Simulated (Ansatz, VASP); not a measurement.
# BeTe: VASP beside Ansatz

INCAR

```
PREC = Accurate
ENCUT = 520
EDIFF = 1E-6
ISMEAR = -1
SIGMA = 0.02
LREAL = F
LASPH = T
NELM = 80
ALGO = Normal
ISIF = 2
LWAVE = F
LCHARG = F
GGA = PE
NBANDS = 11
```

KPOINTS

```
regular mesh
0
Gamma
  8 8 8
```

File POSCAR:

```
BeTe
1.0
    0.0000000000      2.8286236287      2.8286236287
    2.6936982816      0.0000000000      2.8286236287
    2.6936982816      2.8286236287      0.0000000000
Be Te
1 1
Direct
    0.0000000000      0.0000000000      0.0000000000
    0.2500000000      0.2500000000      0.2500000000
```

Input for Ansatz:

```yaml
crystal:
  lattice:
    - [0.0, 2.8286236287, 2.8286236287]
    - [2.6936982816, 0.0, 2.8286236287]
    - [2.6936982816, 2.8286236287, 0.0]
  atoms:
    - { symbol: Be, position: [0.0, 0.0, 0.0] }
    - { symbol: Te, position: [0.25, 0.25, 0.25] }
kpoints:
  mp_grid: { grid: [8, 8, 8] }
  band_path:
    path:
      - [0.0, 0.0, 0.0]
      - [-0.5, -0.5, 0.0]
      - [-0.375, -0.375, 0.25]
      - [-0.375, 0.0, 0.375]
      - [0.0, 0.0, 0.5]
      - [-0.5, -0.25, 0.25]
      - [0.0, 0.5, 0.5]
    npoints: 1
hamiltonian:
  xc: pbe
scf:
  occupations: { method: fermi_dirac, width: 0.02 }
  n_extra_bands: 4
output:
  forces: true
  stress: true
  eigenvalues: true
```

Change from the starting cell: uniaxial_x strain -4.8%.

Alike in both runs: task single point; functional PBE; k mesh 8 × 8 × 8; occupations fermi-dirac, width 0.02 eV; no spin polarisation.

```csv
,VASP,Ansatz
version,VASP 6.6.1,Ansatz 0.2.0
potentials or method,"VASP PAW PBE potentials, release 64 (Be, Te)","plane waves, PAW"
plane-wave cutoff (eV),520,420
valence electrons in the cell,8,18
```

Ansatz gave:

| Quantity | Value |
| --- | --- |
| gap on the k mesh at the Fermi level (eV) | 1.51 |
| pressure (GPa) | 3.3 |
| traceless stress, the component that is largest in VASP (GPa) | 1.84 |

Which values does VASP return?

gap on the k mesh at the Fermi level (eV): 1.50; pressure (GPa): 3.4; traceless stress, the component that is largest in VASP (GPa): 1.83.

With one functional, cell and mesh, what is left measures potentials, basis and numerics. VASP's potentials hold 8 valence electrons a cell and Ansatz's 18, so a difference there can come from the potentials and not from the codes.

Neither program's run includes spin-orbit coupling.
